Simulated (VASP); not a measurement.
Wanted: the native input for a VASP 6.6.1 run.

```
Task                   : relaxation of cell and atoms
Functional             : PBE
Potentials or basis    : VASP PAW PBE potentials, release 64 (C)
Cutoff                 : 600 eV
k mesh                 : 4 × 4 × 4
Occupations            : gaussian, width 0.1 eV
Spin                   : no spin polarisation
Dipole correction      : no
Further INCAR settings : ALGO = Normal; EDIFF = 1e-07; IBRION = 2; EDIFFG = -0.025; NSW = 80; ISIF = 3
```

The structure of C lies in POSCAR:

```
C
1.0
   -1.2831489903      0.0843295953     -4.3172458011
    2.4564036672      4.2059165528     -0.0521565621
    2.5350825912     -4.2513419036      0.0925436060
C
8
Direct
   -0.0599474441      0.3360761310      0.6655490922
   -0.0067937702      0.8255840767      0.6607647628
    0.0292029880      0.3283970827      0.1936186648
   -0.0084954453      0.8048377985      0.1744052131
    0.0455228825      0.1831303422      0.8277756651
   -0.0096524597      0.7027072082      0.8690382509
    0.0228781732      0.1671244943      0.3121014478
   -0.0127149244      0.6521428664      0.2967469032
```

These files were run (other wordings do the same):

INCAR

```
  ALGO = Normal
  EDIFF = 1E-7
  EDIFFG = -0.025
  ENCUT = 600
  GGA = PE
  IBRION = 2
  ISIF = 3
  ISMEAR = 0
  LASPH = T
  LCHARG = F
  LREAL = F
  LWAVE = F
  NELM = 80
  NSW = 80
  PREC = Accurate
  SIGMA = 0.1
```

KPOINTS

```
k-points
0
Gamma
  4 4 4
```

Potentials or basis: VASP PAW PBE potentials, release 64 (C).

Run with:

```bash
$ cat potpaw_PBE.64/C/POTCAR > POTCAR
$ mpirun -np 1 vasp_std > vasp.out
```

Results of the run:

The relaxed volume is 11.15 Å³/atom. The relaxed cell is a = 4.421 Å, b = 4.933 Å, c = 4.933 Å, α = 120.00°, β = 99.75°, γ = 96.72°, the space group after relaxing (to 0.05 Å) is C2/m (No. 12) and the energy gained by relaxing is 859.8 meV/atom. The ionic steps are 28. The pressure after relaxing is 0.0 GPa. The largest force after relaxing is 0.020 eV/Å and the band gap on the k mesh is 1.83 eV, indirect (least direct gap 1.90 eV).

Wall time 14 min on 1 thread of Intel(R) Xeon(R) 6975P-C (Granite Rapids), with other jobs on the host, peak memory 0.25 GiB.
